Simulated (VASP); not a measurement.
WS2: single point with PBE+D3(BJ)

WS2, a slab with vacuum:

```
W S
1.0
     3.13366    0.00000    0.00000
    -1.56683    2.71383    0.00000
     0.00000    0.00000   16.79925
W S
1 2
Direct
  0.33333 0.66667 0.00000
  0.66667 0.33333 0.91039
  0.66667 0.33333 0.08961
```

```json
{
 "Program": "VASP 6.6.1",
 "Task": "single point",
 "Functional": "PBE",
 "Dispersion": "D3(BJ)",
 "Potentials or basis": "VASP PAW PBE potentials, release 64 (W_sv, S)",
 "Cutoff": "520 eV",
 "k mesh": "12 × 12 × 2",
 "Occupations": "gaussian, width 0.05 eV",
 "Spin": "no spin polarisation",
 "Dipole correction": "no",
 "Further INCAR settings": "ALGO = Normal; EDIFF = 1e-06; NBANDS = 20"
}
```

- Largest force: 1.780 eV/Å
- Band gap on the k mesh: 1.68 eV, indirect (least direct gap 1.82 eV)
- Dispersion energy per atom: -0.321 eV

Forces in eV/Å, atoms in the order of the input:
```
W    0.000  0.000  0.000
S    0.000  0.000 -1.780
S    0.000  0.000  1.780
```

Levels at points of the mesh, in eV from the valence-band top:
```
           k point  band 10  band 11  band 12  band 13  band 14  band 15  band 16  band 17
(0.00, 0.00, 0.00)    -2.15    -1.94    -1.94     0.00     2.95     2.95     3.30     3.30
(0.50, 0.00, 0.00)    -3.83    -2.15    -1.47    -1.05     2.91     3.45     4.20     5.12
(0.00, 0.00, 0.50)    -2.15    -1.94    -1.94     0.00     2.95     2.95     3.30     3.30
(0.50, 0.00, 0.50)    -3.83    -2.15    -1.47    -1.05     2.91     3.45     4.20     5.12
```

Wall time 100 s on 1 thread of Intel(R) Xeon(R) Platinum 8259CL CPU @ 2.50GHz (Skylake/Cascade Lake) (shared host), peak memory 0.31 GiB.

Caveat: spin-orbit coupling is left out, which moves the levels of the heavy elements.
